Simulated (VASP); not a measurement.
Input of a VASP 6.6.1 run:

Contents of INCAR:

```
ALGO = Normal
EDIFF = 1E-7
ENCUT = 520
GGA = PS
ISIF = 2
ISMEAR = 1
LASPH = T
LCHARG = F
LREAL = F
LWAVE = F
NBANDS = 16
NELM = 80
PREC = Accurate
SIGMA = 0.1
```

File KPOINTS:

```
k-points
0
Gamma
  12 12 4
```

POSCAR

```
C
1.0
    2.4561140000      0.0000000000      0.0000000000
   -1.2280744483      2.1270470447      0.0000000000
    0.0000000000      0.0000000000      7.1732680000
C
4
Direct
    0.0833790000      0.9166210000      0.7531380000
    0.5833790000      0.4166210000      0.2468620000
    0.9166210000      0.0833790000      0.2468620000
    0.4166210000      0.5833790000      0.7531380000
```

Potentials or basis: VASP PAW PBE potentials, release 64 (C).

Run with:

```bash
$ cat potpaw_PBE.64/C/POTCAR > POTCAR
$ mpirun -np 1 vasp_std > vasp.out
```

Question: Predict the band gap on the k mesh.

Answer: 0.02 eV.

Question: Estimate the largest force.

Answer: 0.026 eV/Å.

Question: Predict the pressure.

Answer: 1.6 GPa.

Stress tensor (GPa, compression positive):
```
2.30 0.10 0.00
0.10 2.41 0.00
0.00 0.00 0.08
```

Caveat: the PAW data sets were made with another functional, which shifts forces and pressure a little; this functional lacks dispersion, which binds the layers, so the pressure and a relaxed spacing across them are unreliable. A k mesh can miss the band edges.
